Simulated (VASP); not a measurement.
# TiSi3W (P6/mmm) in VASP: further runs

The runs below take TiSi3W through relaxation of cell and atoms, with PBE.

Everything below comes from runs of VASP 6.6.1. Logs are shortened: lines on timing, memory, paths and dates and some standing lists are left out, and cuts for length are marked.

**1. The cell of the first run**

Symmetry: P6/mmm, No. 191, hexagonal system. The conventional cell has a = 3.644 Å, b = 3.644 Å, c = 7.965 Å, α = 90.00°, β = 90.00°, γ = 120.00°. Ti (site symmetry 6/mmm) has 6 Si at 1.82 Å within 2.4 Å. Within 2.4 Å of Si (site symmetry mmm) lie 4 Si at 1.82 Å and 2 Ti at 1.82 Å. W (site symmetry 6/mmm) has 6 W at 3.64 Å and 2 Ti at 3.98 Å and 12 Si at 4.38 Å within 4.8 Å.

The cell was generated, and may not be a known phase.

**2. Relaxation of cell and atoms, PBE**

File INCAR:

```
SYSTEM = TiSi3W
  PREC = Accurate
  ENCUT = 600
  EDIFF = 1E-6
  ISMEAR = 0
  SIGMA = 0.1
  LREAL = .False.
  LASPH = .True.
  NELM = 100
  ALGO = Normal
  ISIF = 3
  LWAVE = .False.
  LCHARG = .False.
  GGA = PE
  IBRION = 2
  NSW = 90
  EDIFFG = -0.04
```

File KPOINTS:

```
regular mesh
0
Gamma
  6 6 2
  0 0 0
```

File POSCAR:

```
TiSi3W
1.0
    3.6444362700      0.0000000000      0.0000000000
   -1.8222181400      3.1561743900      0.0000000000
    0.0000000000      0.0000000000      7.9650094800
Ti Si W
1 3 1
Direct
    0.0000000000      0.0000000000      0.5000000000
    0.5000000000      0.0000000000      0.5000000000
    0.0000000000      0.5000000000      0.5000000000
    0.5000000000      0.5000000000      0.5000000000
    0.0000000000      0.0000000000      0.0000000000
```

Potentials or basis: VASP PAW PBE potentials, release 64 (Ti_sv, Si, W_sv).

Run with:

```
$ cat potpaw_PBE.64/Ti_sv/POTCAR potpaw_PBE.64/Si/POTCAR potpaw_PBE.64/W_sv/POTCAR > POTCAR
$ mpirun -np 1 vasp_std > vasp.out
```

OUTCAR:

```text
SYSTEM = TiSi3W
   PREC = Accurate
   ENCUT = 600
   EDIFF = 1E-6
   ISMEAR = 0
   LREAL = .False.
   LASPH = .True.
   NELM = 100
   ISIF = 3
   GGA = PE
   IBRION = 2
   NSW = 90
   EDIFFG = -0.04

 ion  position               nearest neighbor table
   1  0.000  0.000  0.500-   4 1.82   4 1.82   2 1.82   2 1.82   3 1.82   3 1.82
   2  0.500  0.000  0.500-   3 1.82   3 1.82   1 1.82   1 1.82   4 1.82   4 1.82
   3  0.000  0.500  0.500-   2 1.82   2 1.82   4 1.82   4 1.82   1 1.82   1 1.82
   4  0.500  0.500  0.500-   1 1.82   1 1.82   3 1.82   3 1.82   2 1.82   2 1.82
   5  0.000  0.000  0.000-

  LATTYP: Found a hexagonal cell.
 ALAT       =     3.6444362700
 C/A-ratio  =     2.1855257960

  Lattice vectors:

 A1 = (   3.6444362700,   0.0000000000,   0.0000000000)
 A2 = (  -1.8222181400,   3.1561743900,   0.0000000000)
 A3 = (   0.0000000000,   0.0000000000,   7.9650094800)

Analysis of symmetry for initial positions (statically):
=====================================================================
 Subroutine PRICEL returns:
 Original cell was already a primitive cell.

 Routine SETGRP: Setting up the symmetry group for a
 hexagonal supercell.

 Subroutine GETGRP returns: Found 24 space group operations
 (whereof 24 operations were pure point group operations)
 out of a pool of 24 trial point group operations.

The static configuration has the point symmetry D_6h.

Analysis of symmetry for dynamics (positions and initial velocities):
=====================================================================
 Subroutine PRICEL returns:
 Original cell was already a primitive cell.

 Routine SETGRP: Setting up the symmetry group for a
 hexagonal supercell.

 Subroutine GETGRP returns: Found 24 space group operations
 (whereof 24 operations were pure point group operations)
 out of a pool of 24 trial point group operations.

The dynamic configuration has the point symmetry D_6h.

 Subroutine INISYM returns: Found 24 space group operations
 (whereof 24 operations are pure point group operations),
 and found     1 'primitive' translations

----------------------------------------------------------------------------------------

                                     Primitive cell

  volume of cell :      91.6173

  direct lattice vectors                    reciprocal lattice vectors
     3.644436270  0.000000000  0.000000000     0.274390859  0.158419637  0.000000000
    -1.822218140  3.156174390  0.000000000     0.000000000  0.316839273  0.000000000
     0.000000000  0.000000000  7.965009480     0.000000000  0.000000000  0.125549129

  length of vectors
     3.644436270  3.644436271  7.965009480     0.316839273  0.316839273  0.125549129

  position of ions in fractional coordinates (direct lattice)
     0.000000000  0.000000000  0.500000000
     0.500000000  0.000000000  0.500000000
     0.000000000  0.500000000  0.500000000
     0.500000000  0.500000000  0.500000000
     0.000000000  0.000000000  0.000000000

  ion indices of the primitive-cell ions
   primitive index   ion index
                 1           1
                 2           2
                 3           3
                 4           4
                 5           5

----------------------------------------------------------------------------------------

 KPOINTS: regular mesh

Automatic generation of k-mesh.
 Grid dimensions read from file:
 generate k-points for:    6    6    2

 Generating k-lattice:

  Cartesian coordinates                     Fractional coordinates (reciprocal lattice)
     0.045731810  0.026403273  0.000000000     0.166666667  0.000000000  0.000000000
     0.000000000  0.052806546  0.000000000     0.000000000  0.166666667  0.000000000
     0.000000000  0.000000000  0.062774564     0.000000000  0.000000000  0.500000000

  Length of vectors
     0.052806546  0.052806546  0.062774564

  Shift w.r.t. Gamma in fractional coordinates (k-lattice)
     0.000000000  0.000000000  0.000000000

 Subroutine IBZKPT returns following result:
 ===========================================

 Found     14 irreducible k-points:

 Following reciprocal coordinates:
            Coordinates               Weight
  0.000000  0.000000  0.000000      1.000000
  0.166667 -0.000000  0.000000      6.000000
  0.333333 -0.000000  0.000000      6.000000
  0.500000 -0.000000  0.000000      3.000000
  0.166667  0.166667  0.000000      6.000000
  0.333333  0.166667  0.000000     12.000000
  0.333333  0.333333  0.000000      2.000000
  0.000000  0.000000  0.500000      1.000000
  0.166667 -0.000000  0.500000      6.000000
  0.333333 -0.000000  0.500000      6.000000
  0.500000 -0.000000  0.500000      3.000000
  0.166667  0.166667  0.500000      6.000000
  0.333333  0.166667  0.500000     12.000000
  0.333333  0.333333  0.500000      2.000000
   k-points           NKPTS =     14   k-points in BZ     NKDIM =     14   number of bands    NBANDS=     23
   number of dos      NEDOS =    301   number of ions     NIONS =      5
   total plane-waves  NPLWV =  57600
   dimension x,y,z NGX =    30 NGY =   30 NGZ =   64
   dimension x,y,z NGXF=    60 NGYF=   60 NGZF=  128
   ions per type =               1   3   1
   NGX,Y,Z   is equivalent  to a cutoff of  13.68, 13.68, 13.36 a.u.
   NGXF,Y,Z  is equivalent  to a cutoff of  27.37, 27.37, 26.72 a.u.
 SYSTEM =  TiSi3W
   PREC   = accura    normal or accurate (medium, high low for compatibility)
   ISTART =      0    job   : 0-new  1-cont  2-samecut
   ICHARG =      2    charge: 1-file 2-atom 10-const
   ISPIN  =      1    spin polarized calculation?
   LNONCOLLINEAR =      F non collinear calculations
   LSORBIT =      F    spin-orbit coupling
   LASPH  =      T    aspherical Exc in radial PAW
   ENCUT  =  600.0 eV  44.10 Ry    6.64 a.u.   7.28  7.28 15.91*2*pi/ulx,y,z
   NELM   =    100;   NELMIN=  2; NELMDL= -5     # of ELM steps
   EDIFF  = 0.1E-05   stopping-criterion for ELM
   LREAL  =      F    real-space projection
   EDIFFG = -.4E-01   stopping-criterion for IOM
   NSW    =     90    number of steps for IOM
   IBRION =      2    ionic relax: 0-MD 1-quasi-New 2-CG
   NFREE  =      1    steps in history (QN), initial steepest desc. (CG)
   ISIF   =      3    stress and relaxation
   ISYM   =      2    0-nonsym 1-usesym 2-fastsym
   POTIM  = 0.5000    time-step for ionic-motion
   TEBEG  =    0.0;   TEEND  =   0.0 temperature during run
   PSTRESS=    0.0 pullay stress
   NELECT =      38.0000    total number of electrons
   NUPDOWN=      -1.0000    fix difference up-down
   EMIN   =  10.00;   EMAX   =-10.00  energy-range for DOS
   EFERMI =   0.00;   METHOD = LEGACY
   ISMEAR =     0;   SIGMA  =   0.10  broadening in eV -4-tet -1-fermi 0-gaus
   EFERMI_NEDOS =   21; number of points for ismear=-14 and -15
   IALGO  =     38    algorithm
   IMIX   =      4    mixing-type and parameters
     AMIX     =   0.40;   BMIX     =  1.00
     AMIX_MAG =   1.60;   BMIX_MAG =  1.00
  volume/ion in A,a.u.               =      18.32       123.65
  Fermi-wavevector in a.u.,A,eV,Ry     =   1.220891  2.307149 20.280494  1.490574
  Thomas-Fermi vector in A             =   2.356092
   LORBIT       =      0    0 simple, 1 ext, 2 COOP (PROOUT), +10 PAW based schemes
   GGA     = PE    functional components
   LHFCALC =     F    Hartree Fock is set to
   AEXX    =    0.0000 exact exchange contribution
   IVDW    =     0    specifies the selected vdW correction
   LEPSILON=     F    determine dielectric tensor
   LRPA    =     F    only Hartree local field effects (RPA)
 conjugate gradient relaxation of ions
 non-spin polarized calculation
 Gauss-broadening in eV      SIGMA  =   0.10
  energy-cutoff  :      600.00
  volume of cell :       91.62
 maximum number of plane-waves:      3097
 NGX is ok and might be reduce to    30
   NGX = 15   NGY = 15   NGZ = 31

--------------------------------------- Ionic step        1  -------------------------------------------

 number of electron      37.9999998 magnetization

 Free energy of the ion-electron system (eV)
  ---------------------------------------------------
  ext. energy  EPLUGINS =         0.00000000
  ---------------------------------------------------
  free energy    TOTEN  =         5.40555560 eV

  energy without entropy =        5.43501834  energy(sigma->0) =        5.42028697

------------------------ aborting loop because EDIFF is reached ----------------------------------------

  FORCE on cell =-STRESS in cart. coord.  units (eV):
  Direction    XX          YY          ZZ          XY          YZ          ZX
  --------------------------------------------------------------------------------------
  -------------------------------------------------------------------------------------
  Total      122.0971442    122.0971440     -6.4531987     -0.0000002      0.0000000      0.0000000
  in kB     2135.1994045   2135.1994014   -112.8516644     -0.0000034      0.0000000      0.0000000
  external PRESSURE =    1385.8490471 kB  Pullay stress =       0.0000000 kB
[... 24 lines left out ...]
  energy  without entropy=        5.4350183430  energy(sigma->0) =        5.42028697

--------------------------------------- Ionic step        2  -------------------------------------------

 number of electron      38.0000150 magnetization

 E-fermi :  -1.4415     XC(G=0):  -5.1941

 val. band max:       -1.4463207394   @ k =   0.0000   0.0000   0.5000
 cond. band min:      -1.4353100129   @ k =   0.3333   0.1667   0.0000
 fundamental gap:      0.0110107265
 Fermi energy:        -1.4414952554

 k-point     1 :       0.0000    0.0000    0.0000
  band No.  band energies     occupation
      1     -76.8226      2.00000
      2     -60.2814      2.00000
      3     -41.0110      2.00000
      4     -41.0108      2.00000
      5     -40.4342      2.00000
      6     -36.8738      2.00000
[... 424 lines left out ...]
  FREE ENERGIE OF THE ION-ELECTRON SYSTEM (eV)
  ---------------------------------------------------
  free  energy   TOTEN  =       -23.9444709168 eV

  energy  without entropy=      -23.7961831491  energy(sigma->0) =      -23.87032703

 E-fermi :   2.9186     XC(G=0):  -8.2978

 val. band max:        2.9054920145   @ k =   0.3333  -0.0000   0.0000
 cond. band min:       2.9271337075   @ k =   0.0000   0.0000   0.5000
 fundamental gap:      0.0216416930
 Fermi energy:         2.9185827971

 k-point     1 :       0.0000    0.0000    0.0000
  band No.  band energies     occupation
      1     -71.7250      2.00000
      2     -53.8225      2.00000
      3     -35.8716      2.00000
      4     -35.8716      2.00000
      5     -35.7546      2.00000
      6     -30.1903      2.00000
[... 353 lines left out ...]
     22       3.3765      0.00000
     23       4.1115      0.00000

 E-fermi :   4.9468     XC(G=0):  -9.4198

 val. band max:        4.9271254134   @ k =   0.0000   0.0000   0.0000
 cond. band min:       4.9469082947   @ k =   0.3333   0.3333   0.5000
 fundamental gap:      0.0197828812
 Fermi energy:         4.9468488029

 k-point     1 :       0.0000    0.0000    0.0000
  band No.  band energies     occupation
      1     -69.5769      2.00000
      2     -51.5832      2.00000
      3     -33.7852      2.00000
      4     -33.7852      2.00000
      5     -33.5318      2.00000
      6     -27.9811      2.00000
[... 353 lines left out ...]
     22       5.3295      0.00000
     23       5.9856      0.00000

[... ionic steps 4 to 13 ...]

--------------------------------------- Ionic step       14  -------------------------------------------

 number of electron      37.9999987 magnetization

------------------------ aborting loop because EDIFF is reached ----------------------------------------

  FORCE on cell =-STRESS in cart. coord.  units (eV):
  Direction    XX          YY          ZZ          XY          YZ          ZX
  --------------------------------------------------------------------------------------
  -------------------------------------------------------------------------------------
  Total        0.1241057      0.1241057      3.9780523     -0.0000000      0.0000000     -0.0000000
  in kB        2.0176542      2.0176542     64.6733702     -0.0000000      0.0000000     -0.0000000
  external PRESSURE =      22.9028929 kB  Pullay stress =       0.0000000 kB
[... 63 lines left out ...]
  energy  without entropy=      -30.5224815756  energy(sigma->0) =      -30.54476848

--------------------------------------- Ionic step       16  -------------------------------------------

 number of electron      37.9999987 magnetization

 Free energy of the ion-electron system (eV)
  ---------------------------------------------------
  ext. energy  EPLUGINS =         0.00000000
  ---------------------------------------------------
  free energy    TOTEN  =       -30.58022142 eV

  energy without entropy =      -30.53759953  energy(sigma->0) =      -30.55891047

 E-fermi :   6.3009     XC(G=0): -10.0725

 val. band max:        6.2843860305   @ k =   0.3333   0.3333   0.5000
 cond. band min:       6.3127543006   @ k =   0.3333   0.1667   0.5000
 fundamental gap:      0.0283682702
 Fermi energy:         6.3008900871

 k-point     1 :       0.0000    0.0000    0.0000
  band No.  band energies     occupation
      1     -68.1149      2.00000
      2     -49.9201      2.00000
      3     -32.3628      2.00000
      4     -32.3161      2.00000
      5     -32.3161      2.00000
      6     -26.3430      2.00000
[... 385 lines left out ...]
  FREE ENERGIE OF THE ION-ELECTRON SYSTEM (eV)
  ---------------------------------------------------
  free  energy   TOTEN  =       -30.5802214226 eV

  energy  without entropy=      -30.5375995271  energy(sigma->0) =      -30.55891047

 reached required accuracy - stopping structural energy minimisation
```

Run time: 13 min. Hardware: 1 thread of AMD EPYC 7R13 (Zen 3), shared host; peak memory 0.24 GiB.

Results:

| Item | Value |
| --- | --- |
| Free energy | -30.5802 eV |
| Relaxed volume | 20.45 Å³/atom |
| Relaxed cell | a = 4.920 Å, b = 4.920 Å, c = 4.877 Å, α = 90.00°, β = 90.00°, γ = 120.00° |
| Space group after relaxing (to 0.1 Å) | P6/mmm (No. 191) |
| Pressure after relaxing | 0.0 GPa |
| Band gap on the k mesh | zero (bands 19 and 20 overlap by 0.65 eV) |

Final structure:
```cif
data_structure
_symmetry_space_group_name_H-M 'P 1'
_symmetry_Int_Tables_number 1
_cell_length_a 4.9199
_cell_length_b 4.9199
_cell_length_c 4.8769
_cell_angle_alpha 90.000
_cell_angle_beta 90.000
_cell_angle_gamma 120.000
_cell_volume 102.23
loop_
_atom_site_label
_atom_site_type_symbol
_atom_site_fract_x
_atom_site_fract_y
_atom_site_fract_z
_atom_site_occupancy
Ti1 Ti 0.00000 0.00000 0.50000 1
Si1 Si 0.50000 0.00000 0.50000 1
Si2 Si 0.00000 0.50000 0.50000 1
Si3 Si 0.50000 0.50000 0.50000 1
W1 W 0.00000 0.00000 0.00000 1
```

Caveat: the k points lie up to 0.64 Å⁻¹ apart in the final cell, too coarse for converged energies and pressures of a metal; a cell axis changed by over 15 % at a fixed basis, so the end point is rough; spin-orbit coupling is left out, which moves the levels of the heavy elements.

(Part 1 of 2 ends here.)

The gap in the log of VASP goes by the Fermi energy; the results here count the filled bands.